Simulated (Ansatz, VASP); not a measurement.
# Two plane-wave programs on Rb

Contents of INCAR:

```
SYSTEM = Rb
ALGO = Normal
EDIFF = 1E-6
ENCUT = 520
GGA = PE
ISIF = 2
ISMEAR = -1
LASPH = .True.
LCHARG = .False.
LREAL = .False.
LWAVE = .False.
NBANDS = 10
NELM = 60
PREC = Accurate
SIGMA = 0.1
```

The input KPOINTS:

```
k-points
0
Gamma
  11 11 11
  0 0 0
```

POSCAR

```
Rb
1.0
    4.6250905688      0.0000000000      0.0000000000
    0.0000000000      4.6250905688      0.0000000000
    0.0000000000      0.0000000000      4.6250905688
Rb
1
Direct
    0.0000000000      0.0000000000      0.0000000000
```

Input for Ansatz:

```yaml
crystal:
  lattice:
    - [4.6250905688, 0.0, 0.0]
    - [0.0, 4.6250905688, 0.0]
    - [0.0, 0.0, 4.6250905688]
  atoms:
    - { symbol: Rb, position: [0.0, 0.0, 0.0] }
hamiltonian:
  xc: pbe
  pseudopotentials:
    kind: paw
    azcp:
      Rb: "pseudopotentials/Rb.paw.azcp"
basis:
  ecutwfc: 420
  fft_grid_basis: typed
kpoints:
  mp_grid: { grid: [11, 11, 11], shift: [0, 0, 0] }
magnetization:
  spin_polarized: false
scf:
  occupations: { method: fermi_dirac, width: 0.1 }
output:
  stress: true
```

Alike in both runs: task single point; functional PBE; k mesh 11 × 11 × 11; occupations fermi-dirac, width 0.1 eV; no spin polarisation.

|  | VASP | Ansatz |
| --- | --- | --- |
| version | VASP 6.6.1 | Ansatz 0.2.0 |
| potentials or method | VASP PAW PBE potentials, release 64 (Rb_sv), cutoff 520 eV | plane waves (420 eV) with PAW, scalar-relativistic |
| valence electrons in the cell | 9 | 9 |

```tsv
	VASP	Ansatz	Ansatz less VASP
pressure (GPa)	0.0	0.0	0.00
```

The functional is the same, so the differences come from potentials, cutoffs and numerics.
